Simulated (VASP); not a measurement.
Set up this calculation in VASP 6.6.1, as the native input.

```yaml
Task: relaxation of cell and atoms
Functional: PBE
Potentials_or_basis: VASP PAW PBE potentials, release 64 (Y_sv, Lu, O)
Cutoff: 600 eV
k_mesh: 3 × 3 × 3
Occupations: gaussian, width 0.1 eV
Spin: no spin polarisation
Dipole_correction: no
Further_INCAR_settings: ALGO = Normal; EDIFF = 1e-06; IBRION = 2; EDIFFG = -0.04; NSW = 90; ISIF = 3
```

The structure of Y3LuO2 lies in POSCAR:

```
Y3LuO2
1.0
    3.3385273100      1.9274996400      3.3972782600
   -3.3385273100      1.9274996400      3.3972782600
    0.0000000000     -3.8549992800      3.3972782600
Y Lu O
3 1 2
Direct
    0.5000000000      0.5000000000      0.0000000000
    0.0000000000      0.5000000000      0.5000000000
    0.5000000000      0.0000000000      0.5000000000
    0.0000000000      0.0000000000      0.0000000000
    0.6381672500      0.6381672500      0.6381672500
    0.3618327500      0.3618327500      0.3618327500
```

One way to write it, as run:

INCAR

```
PREC = Accurate ; ENCUT = 600
EDIFF = 1E-6 ; ISMEAR = 0
SIGMA = 0.1 ; LREAL = False
LASPH = True ; NELM = 80
ALGO = Normal ; ISIF = 3
LWAVE = False ; LCHARG = False
GGA = PE ; IBRION = 2
NSW = 90 ; EDIFFG = -0.04
```

KPOINTS

```
Automatic mesh
0
Gamma
  3 3 3
```

Potentials or basis: VASP PAW PBE potentials, release 64 (Y_sv, Lu, O).

Command:

```bash
$ cat potpaw_PBE.64/Y_sv/POTCAR potpaw_PBE.64/Lu/POTCAR potpaw_PBE.64/O/POTCAR > POTCAR
$ mpirun -np 1 vasp_std > vasp.out
```

It gave:

```json
{
 "Relaxed volume": "23.34 Å³/atom",
 "Relaxed cell": "a = 5.193 Å, b = 5.193 Å, c = 5.193 Å, α = 89.77°, β = 89.77°, γ = 89.77°",
 "Space group after relaxing (to 0.05 Å)": "R-3m (No. 166)",
 "Energy gained by relaxing": "783.0 meV/atom",
 "Ionic steps": "24",
 "Pressure after relaxing": "-0.1 GPa",
 "Largest force after relaxing": "0.016 eV/Å",
 "Band gap on the k mesh": "zero (band 35 reaches 3.53 eV, above the bottom of band 36 at 2.78 eV)"
}
```

Caveat: the k points lie up to 0.40 Å⁻¹ apart in the final cell; spin-orbit coupling is left out, which moves the levels of the heavy elements.

Wall time 15 min on 1 thread of Intel(R) Xeon(R) 6975P-C (Granite Rapids) (shared host), peak memory 0.33 GiB.
